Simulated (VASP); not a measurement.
## BeNiTe6: relaxation of cell and atoms with PBE

The system is BeNiTe6.

```xyz
8
Lattice="3.2639 5.6532 0.0000 -3.2639 5.6532 0.0000 0.0000 -3.7688 5.8470" Properties=species:S:1:pos:R:3 pbc="T T T"
Be    0.0000    3.7688    2.9235
Ni    0.0000    0.0000    0.0000
Te   -1.2403    1.9862    4.4437
Te    2.1640    3.5860    4.4437
Te   -0.9237    5.7342    4.4437
Te    1.2403    5.5515    1.4033
Te   -2.1640    3.9516    1.4033
Te    0.9237    1.8034    1.4033
```

```yaml
Program: VASP 6.6.1
Task: relaxation of cell and atoms
Functional: PBE
Potentials_or_basis: VASP PAW PBE potentials, release 64 (Be, Ni, Te)
Cutoff: 600 eV
k_mesh: 4 × 4 × 4
Occupations: fermi-dirac, width 0.1 eV
Spin: no spin polarisation
Dipole_correction: no
Further_INCAR_settings: ALGO = Normal; EDIFF = 1e-06; IBRION = 2; EDIFFG = -0.01; NSW = 60; ISIF = 3
```

```json
{
  "Relaxed volume": "24.48 Å³/atom",
  "Relaxed cell": "a = 6.544 Å, b = 6.544 Å, c = 6.493 Å, α = 120.26°, β = 120.26°, γ = 60.00°",
  "Space group after relaxing (to 0.1 Å)": "R-3 (No. 148)",
  "Energy gained by relaxing": "191.1 meV/atom",
  "Ionic steps": "24",
  "Pressure after relaxing": "0.0 GPa",
  "Largest force after relaxing": "0.008 eV/Å",
  "Band gap on the k mesh": "zero (bands 24 and 25 overlap by 0.89 eV)"
}
```

Forces in eV/Å, atoms in the order of the input:
```
Be   0.000  0.000  0.000
Ni   0.000  0.000  0.000
Te  -0.006 -0.003  0.005
Te   0.006 -0.004  0.005
Te   0.000  0.007  0.005
Te   0.006  0.003 -0.005
Te  -0.006  0.004 -0.005
Te   0.000 -0.007 -0.005
```

The path:
```tsv
step	energy change (eV)	largest force (eV/Å)	pressure (GPa)	volume (Å³)
1	0.0000	1.3504	0.76	215.77
2	-0.4641	0.7378	-2.02	219.74
3	-0.6595	0.3374	-4.29	224.50
4	-0.9644	0.4266	-3.14	215.70
5	-1.1629	0.6582	-0.91	204.51
6	-1.1676	0.7206	-0.42	202.45
7	-1.2532	0.5990	-0.13	200.80
8	-1.3929	0.3328	1.27	195.86
9	-1.3978	0.3309	1.70	194.60
10	-1.4550	0.2141	-0.14	199.76
11	-1.4561	0.2003	-0.43	200.62
12	-1.4741	0.1577	-0.36	199.78
13	-1.5086	0.0348	-0.21	197.27
14	-1.4558	0.3634	0.97	192.25
15	-1.5129	0.0618	0.14	196.24
16	-1.5245	0.0468	-0.13	196.68
17	-1.5262	0.0460	-0.30	196.90
18	-1.5244	0.0598	0.54	194.45
19	-1.5273	0.0382	0.06	195.98
20	-1.5280	0.0291	0.03	196.05
21	-1.5284	0.0246	-0.06	196.17
22	-1.5289	0.0189	0.04	195.72
23	-1.5289	0.0168	0.06	195.50
24	-1.5291	0.0083	-0.02	195.86
```

Final structure:
```cif
data_structure
_symmetry_space_group_name_H-M 'P 1'
_symmetry_Int_Tables_number 1
_cell_length_a 6.5440
_cell_length_b 6.5440
_cell_length_c 6.4935
_cell_angle_alpha 120.258
_cell_angle_beta 120.258
_cell_angle_gamma 60.000
_cell_volume 195.86
loop_
_atom_site_label
_atom_site_type_symbol
_atom_site_fract_x
_atom_site_fract_y
_atom_site_fract_z
_atom_site_occupancy
Be1 Be 0.50000 0.50000 0.50000 1
Ni1 Ni 0.00000 0.00000 0.00000 1
Te1 Te 0.24166 0.56340 0.74805 1
Te2 Te 0.94299 0.24166 0.74805 1
Te3 Te 0.56340 0.94299 0.74805 1
Te4 Te 0.75834 0.43660 0.25195 1
Te5 Te 0.05701 0.75834 0.25195 1
Te6 Te 0.43660 0.05701 0.25195 1
```

Levels at points of the mesh, in eV from the Fermi level:
```csv
k point,band 22,band 23,band 24,band 25,band 26,band 27
"(0.00, 0.00, 0.00)",0.16,0.34,0.34,1.17,1.17,1.24
"(0.50, 0.00, 0.00)",-1.12,-0.63,-0.33,0.15,0.43,0.78
"(0.50, 0.50, 0.00)",-1.27,-0.97,-0.95,-0.55,0.23,1.26
"(0.00, 0.00, 0.50)",-1.14,-0.91,-0.37,-0.37,0.38,0.38
```

Wall time 20 min on 1 thread of AMD EPYC 9R45 96-Core Processor (Zen 5) (shared host), peak memory 0.46 GiB.

Caveat: spin-orbit coupling is left out, which moves the levels of the heavy elements. Spin polarisation is off, so any magnetic state and its effect on volume and gap are missing.
